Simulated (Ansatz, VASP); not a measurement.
# Hf7N8: VASP beside Ansatz

```
CELL_PARAMETERS angstrom
0.00000 4.90964 4.90964
4.90964 0.00000 4.90964
4.90964 4.90964 0.00000
ATOMIC_POSITIONS crystal
N 0.37500 0.37500 0.37500
N 0.37500 0.37500 0.87500
N 0.37500 0.87500 0.37500
N 0.37500 0.87500 0.87500
N 0.87500 0.37500 0.37500
N 0.87500 0.37500 0.87500
N 0.87500 0.87500 0.37500
N 0.87500 0.87500 0.87500
Hf 0.00000 0.00000 0.50000
Hf 0.00000 0.50000 0.00000
Hf 0.00000 0.50000 0.50000
Hf 0.50000 0.00000 0.00000
Hf 0.50000 0.00000 0.50000
Hf 0.50000 0.50000 0.00000
Hf 0.50000 0.50000 0.50000
```

Alike in both runs: task single point; functional r2SCAN; k mesh 3 × 3 × 3; no spin polarisation.

```csv
,VASP,Ansatz
version,VASP 6.6.1,Ansatz 0.2.0
potentials or method,"VASP PAW PBE potentials, release 64 (N, Hf_pv), cutoff 580 eV","plane waves, PAW"
occupations,"fermi-dirac, width 0.1 eV",fermi-dirac
valence electrons in the cell,110,222
```

|  | VASP | Ansatz | Ansatz less VASP |
| --- | --- | --- | --- |
| gap on the k mesh at the Fermi level (eV) | none | none | - |
| rms of the force components (eV/Å) | 1.001 | 0.985 | -0.0152 |

VASP's potentials were made for PBE, not for r2SCAN. A gap of «none» marks a metal or a gap that the smearing closes. VASP's potentials hold 110 valence electrons a cell and Ansatz's 222, so a difference there can come from the potentials and not from the codes.

The k mesh is coarse, so the values compare programs but aren't converged. Spin-orbit coupling is off throughout.
